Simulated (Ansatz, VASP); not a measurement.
## Two plane-wave programs on CsBr

```
Cs Br
1.0
     4.24018    0.00000    0.00000
     0.00000    4.24018    0.00000
     0.00000    0.00000    4.24018
Cs Br
1 1
Direct
  0.00000 0.00000 0.00000
  0.50000 0.50000 0.50000
```

Alike in both runs: functional PBEsol; k mesh 8 × 8 × 8; occupations fermi-dirac, width 0.08 eV; no spin polarisation.

Ansatz relaxed the structure, and its values are those at the end. VASP's run is a single point on that final structure, the one shown.

|  | VASP | Ansatz |
| --- | --- | --- |
| version | VASP 6.6.1 | Ansatz 0.2.0 |
| potentials or method | VASP PAW PBE potentials, release 64 (Cs_sv, Br) | PAW with Ansatz's default frozen-core files, scalar-relativistic |
| plane-wave cutoff (eV) | 500 | 420 |
| valence electrons in the cell | 16 | 16 |

Ansatz gave:

```
gap on the k mesh at the Fermi level (eV) : 4.45
pressure (GPa)                            : 0.0
```

What did VASP give for the same quantities?

gap on the k mesh at the Fermi level (eV): 4.44; pressure (GPa): 0.1.

VASP's potentials were made for PBE, not for PBEsol. With one functional, cell and mesh, what is left measures potentials, basis and numerics.

Spin-orbit coupling is off throughout.
